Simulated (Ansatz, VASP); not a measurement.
One calculation of SiC, two programs

```
CELL_PARAMETERS angstrom
3.08875 0.00000 0.00000
-1.54438 2.67494 0.00000
0.00000 0.00000 5.49150
ATOMIC_POSITIONS crystal
Si 0.33333 0.66667 0.00546
Si 0.66667 0.33333 0.50546
C 0.33333 0.66667 0.37954
C 0.66667 0.33333 0.87954
```

Alike in both runs: functional PBE; k mesh 12 × 12 × 6; occupations gaussian, width 0.05 eV; no spin polarisation.

Ansatz relaxed the structure, and its values are those at the end. VASP's run is a single point on that final structure, the one shown.

```csv
,VASP,Ansatz
version,VASP 6.6.1,Ansatz 0.2.0
potentials or method,"VASP PAW PBE potentials, release 64 (Si, C), cutoff 520 eV","scalar-relativistic, plane waves, PAW"
valence electrons in the cell,16,16
```

|  | VASP | Ansatz | Ansatz less VASP |
| --- | --- | --- | --- |
| gap on the k mesh at the Fermi level (eV) | 2.09 | 2.09 | +0.007 |
| least direct gap on the mesh (eV) | 3.64 | 3.64 | -0.005 |
| pressure (GPa) | -12.6 | -12.6 | -0.01 |

Ansatz's warnings: stress scf threshold loose.
